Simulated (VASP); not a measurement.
Input of a VASP 6.6.1 run:

File INCAR:

```
SYSTEM = PbS
PREC = Accurate
ENCUT = 500
EDIFF = 1E-6
ISMEAR = -1
SIGMA = 0.008617333262145177
LREAL = .False.
LASPH = .True.
NELM = 200
ALGO = Normal
ISIF = 2
LWAVE = .False.
LCHARG = .False.
LDAU = .True.
LDAUTYPE = 2
LDAUL = -1 1
LDAUU = 0 1.3
LDAUJ = 0 0
LDAUPRINT = 1
GGA = PE
NBANDS = 17
ISYM = 0
GGA_COMPAT = .False.
```

The input KPOINTS:

```
Automatic mesh
0
Gamma
  4 1 1
  0 0 0
```

File POSCAR:

```
PbS
1.0
    3.6536590000      0.0000000000      0.0000000000
    0.0000000000      3.6536590000      0.0000000000
    0.0000000000      0.0000000000      3.6536590000
Pb S
1 1
Direct
    0.0000000000      0.0000000000      0.0000000000
    0.5000000000      0.5000000000      0.5000000000
```

Potentials or basis: VASP PAW PBE potentials, release 64 (Pb_d, S).

Launch:

```sh
$ cat potpaw_PBE.64/Pb_d/POTCAR potpaw_PBE.64/S/POTCAR > POTCAR
$ mpirun -np 1 vasp_std > vasp.out
```

Problem. What does it give for the band gap on the k mesh?

Solution. 0.10 eV.

Problem. Predict the pressure.

Solution. 11.4 GPa.

Caveat: the k points lie up to 1.72 Å⁻¹ apart; spin-orbit coupling is left out, which moves the levels of the heavy elements; an odd mesh through Γ misses points on the zone boundary, where band edges can lie.
